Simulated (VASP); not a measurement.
A run of VASP 6.6.1 is set up as follows.

INCAR

```
SYSTEM = CaO
PREC = Accurate
ENCUT = 1340
EDIFF = 1E-6
ISMEAR = -1
SIGMA = 0.02
LREAL = .FALSE.
LASPH = .TRUE.
NELM = 120
ALGO = Normal
ISIF = 2
LWAVE = .FALSE.
LCHARG = .FALSE.
GGA = CA
NBANDS = 15
GGA_COMPAT = .FALSE.
```

Contents of KPOINTS:

```
Automatic mesh
0
G
  8 8 8
  0 0 0
```

Contents of POSCAR:

```
CaO
1.0
    2.8477804595      0.0000000000      0.0000000000
    0.0000000000      2.8477804595      0.0000000000
    0.0000000000      0.0000000000      2.8477804595
Ca O
1 1
Direct
    0.0000000000      0.0000000000      0.0000000000
    0.5000000000      0.5000000000      0.5000000000
```

Potentials or basis: VASP PAW LDA potentials, release 64 (Ca_sv, O_h).

Launch:

```sh
$ cat potpaw_LDA.64/Ca_sv/POTCAR potpaw_LDA.64/O_h/POTCAR > POTCAR
$ mpirun -np 1 vasp_std > vasp.out
```

(1) Estimate the band gap on the k mesh.

(2) Predict the pressure.

## Answers

(1) 2.56 eV (least direct gap 2.85 eV).

(2) 0.9 GPa.

Caveat: the structure was generated, so it needn't be the stable form of CaO.
